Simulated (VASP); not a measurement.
# Ti (P6/mmm) in VASP: notebook

Runs on Ti. Level: PBEsol. Tasks: single point.

Everything below comes from runs of VASP 6.6.1. Logs are shortened: lines on timing, memory, paths and dates and some standing lists are left out, and cuts for length are marked.

## 1. The cell of the first run

The structure is hexagonal, space group P6/mmm (No. 191). Conventional cell: a = 4.600 Å, b = 4.600 Å, c = 2.820 Å, α = 90.00°, β = 90.00°, γ = 120.00°. Within 3.7 Å of Ti (site symmetry 6/mmm) lie 14 Ti at 2.82 to 3.01 Å. Within 3.5 Å of Ti (site symmetry -6m2) lie 11 Ti at 2.66 to 3.01 Å.

This isn't the form of Ti at room conditions, which is hcp.

## 2. Single point, PBEsol

INCAR

```
PREC     = Accurate       # precision mode
ENCUT    = 520            # plane-wave cutoff, eV
EDIFF    = 1E-6           # SCF threshold, eV
ISMEAR   = -1             # smearing method
SIGMA    = 0.1            # smearing width, eV
LREAL    = F              # projectors in reciprocal space
LASPH    = T              # aspherical terms in the spheres
NELM     = 60             # most SCF steps
ALGO     = Normal         # electronic algorithm
ISIF     = 2              # what is computed and relaxed
LWAVE    = F              # write WAVECAR
LCHARG   = F              # write CHGCAR
GGA      = PS             # functional
NBANDS   = 25             # bands
```

KPOINTS

```
regular mesh
0
Gamma
  6 6 8
```

POSCAR

```
Ti
1.0
    4.6000000000      0.0000000000      0.0000000000
   -2.3000000000      3.9837168600      0.0000000000
    0.0000000000      0.0000000000      2.8200000000
Ti
3
Direct
    0.0000000000      0.0000000000      0.0000000000
    0.3333333333      0.6666666667      0.5000000000
    0.6666666667      0.3333333333      0.5000000000
```

Potentials or basis: VASP PAW PBE potentials, release 64 (Ti_sv).

The run is started by

```console
$ cat potpaw_PBE.64/Ti_sv/POTCAR > POTCAR
$ mpirun -np 1 vasp_std > vasp.out
```

OUTCAR:

```text
PREC = Accurate
   ENCUT = 520
   EDIFF = 1E-6
   ISMEAR = -1
   LREAL = F
   LASPH = T
   NELM = 60
   ISIF = 2
   GGA = PS

 ion  position               nearest neighbor table
   1  0.000  0.000  0.000-
   2  0.333  0.667  0.500-   3 2.66   3 2.66   3 2.66
   3  0.667  0.333  0.500-   2 2.66   2 2.66   2 2.66

  LATTYP: Found a hexagonal cell.
 ALAT       =     4.6000000000
 C/A-ratio  =     0.6130434783

  Lattice vectors:

 A1 = (   4.6000000000,   0.0000000000,   0.0000000000)
 A2 = (  -2.3000000000,   3.9837168600,   0.0000000000)
 A3 = (   0.0000000000,   0.0000000000,   2.8200000000)

Analysis of symmetry for initial positions (statically):
=====================================================================
 Subroutine PRICEL returns:
 Original cell was already a primitive cell.

 Routine SETGRP: Setting up the symmetry group for a
 hexagonal supercell.

 Subroutine GETGRP returns: Found 24 space group operations
 (whereof 24 operations were pure point group operations)
 out of a pool of 24 trial point group operations.

The static configuration has the point symmetry D_6h.

Analysis of symmetry for dynamics (positions and initial velocities):
=====================================================================
 Subroutine PRICEL returns:
 Original cell was already a primitive cell.

 Routine SETGRP: Setting up the symmetry group for a
 hexagonal supercell.

 Subroutine GETGRP returns: Found 24 space group operations
 (whereof 24 operations were pure point group operations)
 out of a pool of 24 trial point group operations.

The dynamic configuration has the point symmetry D_6h.

 Subroutine INISYM returns: Found 24 space group operations
 (whereof 24 operations are pure point group operations),
 and found     1 'primitive' translations

----------------------------------------------------------------------------------------

                                     Primitive cell

  volume of cell :      51.6768

  direct lattice vectors                    reciprocal lattice vectors
     4.600000000  0.000000000  0.000000000     0.217391304  0.125510928  0.000000000
    -2.300000000  3.983716860  0.000000000     0.000000000  0.251021856  0.000000000
     0.000000000  0.000000000  2.820000000     0.000000000  0.000000000  0.354609929

  length of vectors
     4.600000000  4.600000002  2.820000000     0.251021856  0.251021856  0.354609929

  position of ions in fractional coordinates (direct lattice)
     0.000000000  0.000000000  0.000000000
     0.333333333  0.666666667  0.500000000
     0.666666667  0.333333333  0.500000000

  ion indices of the primitive-cell ions
   primitive index   ion index
                 1           1
                 2           2
                 3           3

----------------------------------------------------------------------------------------

 KPOINTS: regular mesh

Automatic generation of k-mesh.
 Grid dimensions read from file:
 generate k-points for:    6    6    8

 Generating k-lattice:

  Cartesian coordinates                     Fractional coordinates (reciprocal lattice)
     0.036231884  0.020918488  0.000000000     0.166666667  0.000000000  0.000000000
     0.000000000  0.041836976  0.000000000     0.000000000  0.166666667  0.000000000
     0.000000000  0.000000000  0.044326241     0.000000000  0.000000000  0.125000000

  Length of vectors
     0.041836976  0.041836976  0.044326241

  Shift w.r.t. Gamma in fractional coordinates (k-lattice)
     0.000000000  0.000000000  0.000000000

 Subroutine IBZKPT returns following result:
 ===========================================

 Found     35 irreducible k-points:

 Following reciprocal coordinates:
            Coordinates               Weight
  0.000000  0.000000  0.000000      1.000000
  0.166667  0.000000  0.000000      6.000000
  0.333333  0.000000  0.000000      6.000000
  0.500000  0.000000  0.000000      3.000000
  0.166667  0.166667  0.000000      6.000000
  0.333333  0.166667  0.000000     12.000000
[... 16 lines left out ...]
  0.166667  0.000000  0.375000     12.000000
  0.333333  0.000000  0.375000     12.000000
 [... further k-points ...]
   k-points           NKPTS =     35   k-points in BZ     NKDIM =     35   number of bands    NBANDS=     25
   number of dos      NEDOS =    301   number of ions     NIONS =      3
   total plane-waves  NPLWV =  31104
   dimension x,y,z NGX =    36 NGY =   36 NGZ =   24
   dimension x,y,z NGXF=    72 NGYF=   72 NGZF=   48
   ions per type =               3
   NGX,Y,Z   is equivalent  to a cutoff of  13.01, 13.01, 14.15 a.u.
   NGXF,Y,Z  is equivalent  to a cutoff of  26.02, 26.02, 28.30 a.u.
 SYSTEM =  unknown system
   PREC   = accura    normal or accurate (medium, high low for compatibility)
   ISTART =      0    job   : 0-new  1-cont  2-samecut
   ICHARG =      2    charge: 1-file 2-atom 10-const
   ISPIN  =      1    spin polarized calculation?
   LNONCOLLINEAR =      F non collinear calculations
   LSORBIT =      F    spin-orbit coupling
   LASPH  =      T    aspherical Exc in radial PAW
   ENCUT  =  520.0 eV  38.22 Ry    6.18 a.u.   8.55  8.55  5.24*2*pi/ulx,y,z
   NELM   =     60;   NELMIN=  2; NELMDL= -5     # of ELM steps
   EDIFF  = 0.1E-05   stopping-criterion for ELM
   LREAL  =      F    real-space projection
   EDIFFG = 0.1E-04   stopping-criterion for IOM
   NSW    =      0    number of steps for IOM
   IBRION =     -1    ionic relax: 0-MD 1-quasi-New 2-CG
   NFREE  =      0    steps in history (QN), initial steepest desc. (CG)
   ISIF   =      2    stress and relaxation
   ISYM   =      2    0-nonsym 1-usesym 2-fastsym
   POTIM  = 0.5000    time-step for ionic-motion
   TEBEG  =    0.0;   TEEND  =   0.0 temperature during run
   PSTRESS=    0.0 pullay stress
   NELECT =      36.0000    total number of electrons
   NUPDOWN=      -1.0000    fix difference up-down
   EMIN   =  10.00;   EMAX   =-10.00  energy-range for DOS
   EFERMI =   0.00;   METHOD = LEGACY
   ISMEAR =    -1;   SIGMA  =   0.10  broadening in eV -4-tet -1-fermi 0-gaus
   EFERMI_NEDOS =   21; number of points for ismear=-14 and -15
   IALGO  =     38    algorithm
   IMIX   =      4    mixing-type and parameters
     AMIX     =   0.40;   BMIX     =  1.00
     AMIX_MAG =   1.60;   BMIX_MAG =  1.00
  volume/ion in A,a.u.               =      17.23       116.24
  Fermi-wavevector in a.u.,A,eV,Ry     =   1.451255  2.742475 28.655807  2.106142
  Thomas-Fermi vector in A             =   2.568774
   LORBIT       =      0    0 simple, 1 ext, 2 COOP (PROOUT), +10 PAW based schemes
   GGA     = PS    functional components
   LHFCALC =     F    Hartree Fock is set to
   AEXX    =    0.0000 exact exchange contribution
   IVDW    =     0    specifies the selected vdW correction
   LEPSILON=     F    determine dielectric tensor
   LRPA    =     F    only Hartree local field effects (RPA)
 non-spin polarized calculation
  energy-cutoff  :      520.00
  volume of cell :       51.68
 maximum number of plane-waves:      1424
 NGX is ok and might be reduce to    36
   NGX = 17   NGY = 17   NGZ = 11

 number of electron      35.9999981 magnetization

 Free energy of the ion-electron system (eV)
  ---------------------------------------------------
  ext. energy  EPLUGINS =         0.00000000
  ---------------------------------------------------
  free energy    TOTEN  =       -25.06339743 eV

  energy without entropy =      -24.95133806  energy(sigma->0) =      -25.00736775

 E-fermi :   8.1536     XC(G=0): -11.6741

 val. band max:        8.1457899912   @ k =   0.3333   0.3333   0.2500
 cond. band min:       8.2343574840   @ k =   0.5000   0.0000   0.0000
 fundamental gap:      0.0885674928
 Fermi energy:         8.1536071719

 k-point     1 :       0.0000    0.0000    0.0000
  band No.  band energies     occupation
      1     -48.4574      2.00000
      2     -48.2249      2.00000
      3     -48.0689      2.00000
      4     -24.8692      2.00000
      5     -24.8692      2.00000
      6     -24.7811      2.00000
[... 17 lines left out ...]
     24      10.0495      0.00000
     25      10.1236      0.00000

 k-point     2 :       0.1667    0.0000    0.0000
  band No.  band energies     occupation
      1     -48.4537      2.00000
      2     -48.2188      2.00000
      3     -48.0792      2.00000
      4     -24.9381      2.00000
      5     -24.9124      2.00000
      6     -24.7102      2.00000
[... 17 lines left out ...]
     24       9.7623      0.00000
     25      10.5722      0.00000

 k-point     3 :       0.3333    0.0000    0.0000
  band No.  band energies     occupation
      1     -48.4464      2.00000
      2     -48.2005      2.00000
      3     -48.1054      2.00000
      4     -25.0098      2.00000
      5     -24.8943      2.00000
      6     -24.6342      2.00000
[... 17 lines left out ...]
     24      10.2476      0.00000
     25      10.8657      0.00000

 k-point     4 :       0.5000    0.0000    0.0000
  band No.  band energies     occupation
      1     -48.4430      2.00000
      2     -48.1842      2.00000
      3     -48.1255      2.00000
      4     -25.0365      2.00000
      5     -24.8409      2.00000
      6     -24.6583      2.00000
[... 17 lines left out ...]
     24      10.2448      0.00000
     25      10.8114      0.00000
[... 477 lines left out ...]
 k-point    22 :       0.0000    0.0000    0.3750
  band No.  band energies     occupation
      1     -48.3956      2.00000
      2     -48.1866      2.00000
      3     -48.0212      2.00000
      4     -24.8431      2.00000
      5     -24.7795      2.00000
      6     -24.7795      2.00000
[... 17 lines left out ...]
     24      10.9878      0.00000
     25      11.3268      0.00000

 k-point    23 :       0.1667    0.0000    0.3750
  band No.  band energies     occupation
      1     -48.3949      2.00000
      2     -48.1774      2.00000
      3     -48.0312      2.00000
      4     -24.8729      2.00000
      5     -24.8227      2.00000
      6     -24.8055      2.00000
[... 17 lines left out ...]
     24      11.0507      0.00000
     25      11.0696      0.00000

 k-point    24 :       0.3333    0.0000    0.3750
  band No.  band energies     occupation
      1     -48.3937      2.00000
      2     -48.1532      2.00000
      3     -48.0570      2.00000
      4     -24.9108      2.00000
      5     -24.8678      2.00000
      6     -24.8406      2.00000
[... 17 lines left out ...]
     24      10.9466      0.00000
     25      11.0342      0.00000

 [... further k-points ...]

------------------------ aborting loop because EDIFF is reached ----------------------------------------

  FORCE on cell =-STRESS in cart. coord.  units (eV):
  Direction    XX          YY          ZZ          XY          YZ          ZX
  --------------------------------------------------------------------------------------
  -------------------------------------------------------------------------------------
  Total       -1.7698497     -1.7698497     -1.2063532      0.0000000      0.0000000     -0.0000000
  in kB      -54.8720977    -54.8720978    -37.4015548      0.0000000      0.0000000     -0.0000000
  external PRESSURE =     -49.0485834 kB  Pullay stress =       0.0000000 kB

 VOLUME and BASIS-vectors are now :
 -----------------------------------------------------------------------------
  energy-cutoff  :      520.00
  volume of cell :       51.68
      direct lattice vectors                 reciprocal lattice vectors
     4.600000000  0.000000000  0.000000000     0.217391304  0.125510928  0.000000000
    -2.300000000  3.983716860  0.000000000     0.000000000  0.251021856  0.000000000
     0.000000000  0.000000000  2.820000000     0.000000000  0.000000000  0.354609929

 POSITION                                       TOTAL-FORCE (eV/Angst)
 -----------------------------------------------------------------------------------
      0.00000      0.00000      0.00000         0.000000      0.000000      0.000000
     -0.00000      2.65581      1.41000         0.000000     -0.000000     -0.000000
      2.30000      1.32791      1.41000        -0.000000      0.000000      0.000000
 -----------------------------------------------------------------------------------
    total drift:                                0.000000      0.000000     -0.000000

  FREE ENERGIE OF THE ION-ELECTRON SYSTEM (eV)
  ---------------------------------------------------
  free  energy   TOTEN  =       -25.0633974266 eV

  energy  without entropy=      -24.9513380650  energy(sigma->0) =      -25.00736775
```

It took 72 s on 1 thread of Intel Xeon 8259CL, shared host; peak memory 0.19 GiB.

What came out:

```yaml
Free_energy: -25.0634 eV
Pressure: -4.9 GPa
Band_gap_on_the_k_mesh: zero (bands 18 and 19 overlap by 0.16 eV)
```

Levels at points of the mesh, in eV from the Fermi level:
| k point | band 16 | band 17 | band 18 | band 19 | band 20 | band 21 |
| --- | --- | --- | --- | --- | --- | --- |
| (0.00, 0.00, 0.00) | -0.69 | -0.59 | -0.59 | -0.07 | 0.65 | 1.30 |
| (0.50, 0.00, 0.00) | -0.38 | -0.38 | -0.34 | 0.08 | 0.51 | 1.08 |
| (0.00, 0.00, 0.50) | -1.66 | -1.56 | -1.56 | 1.04 | 1.04 | 1.27 |
| (0.50, 0.00, 0.50) | -1.11 | -0.64 | -0.56 | 0.38 | 0.86 | 0.95 |

Caveat: the cell stands under tension; the PAW data sets were made with another functional, which shifts forces and pressure a little.

[end of part 1 of 2]
